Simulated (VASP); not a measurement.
**C: single point with PBE+D3(BJ)**

The system is C.

```
CELL_PARAMETERS angstrom
0.00000 1.77844 1.77844
1.77844 0.00000 1.77844
1.77844 1.77844 0.00000
ATOMIC_POSITIONS crystal
C 0.00000 0.00000 0.00000
C 0.25000 0.25000 0.25000
```

```yaml
Program: VASP 6.6.1
Task: single point
Functional: PBE
Dispersion: D3(BJ)
Potentials_or_basis: VASP PAW PBE potentials, release 64 (C)
Cutoff: 600 eV
k_mesh: 12 × 12 × 12
Occupations: gaussian, width 0.02 eV
Spin: no spin polarisation
Dipole_correction: no
Further_INCAR_settings: ALGO = Normal; EDIFF = 1e-06; NBANDS = 11
```

```json
{"Pressure": "0.0 GPa", "Band gap on the k mesh": "4.17 eV (least direct gap 5.61 eV)", "Dispersion energy per atom": "-0.193 eV"}
```

Levels at points of the mesh, in eV from the valence-band top:
```csv
k point,band 1,band 2,band 3,band 4,band 5,band 6,band 7,band 8
"(0.00, 0.00, 0.00)",-21.59,0.00,0.00,0.00,5.61,5.61,5.61,13.52
"(0.50, 0.00, 0.00)",-15.77,-13.47,-2.82,-2.82,8.49,8.49,8.96,15.77
"(0.50, 0.50, 0.00)",-12.82,-12.82,-6.35,-6.35,4.78,4.78,16.93,16.93
```

Run time: 12 s on 1 thread of AMD EPYC 7R43 64-Core Processor (Zen 3), with other jobs on the host, peak memory 0.1 GiB.

A k mesh can miss the band edges. As with any semilocal functional, this PBE gap is likely too small.
